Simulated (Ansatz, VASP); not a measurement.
**NbIn2P3 in VASP and in Ansatz**

INCAR

```
PREC = Accurate
ENCUT = 520
EDIFF = 1E-7
ISMEAR = 0
SIGMA = 0.1
LREAL = False
LASPH = True
NELM = 150
ALGO = Normal
ISIF = 2
LWAVE = False
LCHARG = False
ISPIN = 2
MAGMOM = 1 0 0 0 0 0
LORBIT = 11
LMAXMIX = 4
GGA = PE
NBANDS = 40
```

Contents of KPOINTS:

```
regular mesh
0
Gamma
  4 4 2
```

File POSCAR:

```
NbIn2P3
1.0
    3.8275447135      0.0000000000      0.0000000000
    0.0000000000      3.8275447135      0.0000000000
    0.0000000000      0.0000000000      8.2888163838
Nb In P
1 2 3
Direct
    0.0000000000      0.0000000000      0.2930882337
    0.0000000000      0.5000000000      0.7078350557
    0.5000000000      0.0000000000      0.7078350557
    0.0000000000      0.5000000000      0.0774194963
    0.5000000000      0.0000000000      0.0774194963
    0.5000000000      0.5000000000      0.3914669522
```

Input for Ansatz:

```yaml
crystal:
  lattice:
    - [3.8275447135, 0.0, 0.0]
    - [0.0, 3.8275447135, 0.0]
    - [0.0, 0.0, 8.2888163838]
  atoms:
    - { symbol: Nb, position: [0.0, 0.0, 0.2930882337], spin: 1.0 }
    - { symbol: In, position: [0.0, 0.5, 0.7078350557] }
    - { symbol: In, position: [0.5, 0.0, 0.7078350557] }
    - { symbol: P, position: [0.0, 0.5, 0.0774194963] }
    - { symbol: P, position: [0.5, 0.0, 0.0774194963] }
    - { symbol: P, position: [0.5, 0.5, 0.3914669522] }
basis:
  ecutwfc: 420
kpoints:
  mp_grid: { grid: [4, 4, 2] }
hamiltonian:
  xc: pbe
scf:
  occupations: { method: gaussian, width: 0.1 }
  lower_state_search: "off"
output:
  forces: true
  stress: true
  eigenvalues: true
  populations: true
magnetization:
  spin_polarized: true
```

Alike in both runs: task single point; functional PBE; k mesh 4 × 4 × 2; occupations gaussian, width 0.1 eV; collinear spin.

```csv
,VASP,Ansatz
version,VASP 6.6.1,Ansatz 0.2.0
potentials or method,"VASP PAW PBE potentials, release 64 (Nb_sv, In_d, P), cutoff 520 eV","scalar-relativistic, plane waves, PAW"
valence electrons in the cell,54,54
```

VASP gave:

| Quantity | Value |
| --- | --- |
| gap on the k mesh at the Fermi level (eV) | none |
| pressure (GPa) | -0.1 |
| rms of the force components (eV/Å) | 0.004 |
| net moment per atom (μB) | 0.00 |

Question: Estimate Ansatz's values.

Answer: gap on the k mesh at the Fermi level (eV): none; pressure (GPa): 0.0; rms of the force components (eV/Å): 0.005; net moment per atom (μB): 0.00.

Atom by atom the forces differ by 0.008 eV/Å (rms over components). A gap of «none» marks a metal or a gap that the smearing closes. With one functional, cell and mesh, what is left measures potentials, basis and numerics. Ansatz's warnings: seeded moment not kept.

The k mesh is coarse, so the values compare programs but aren't converged.
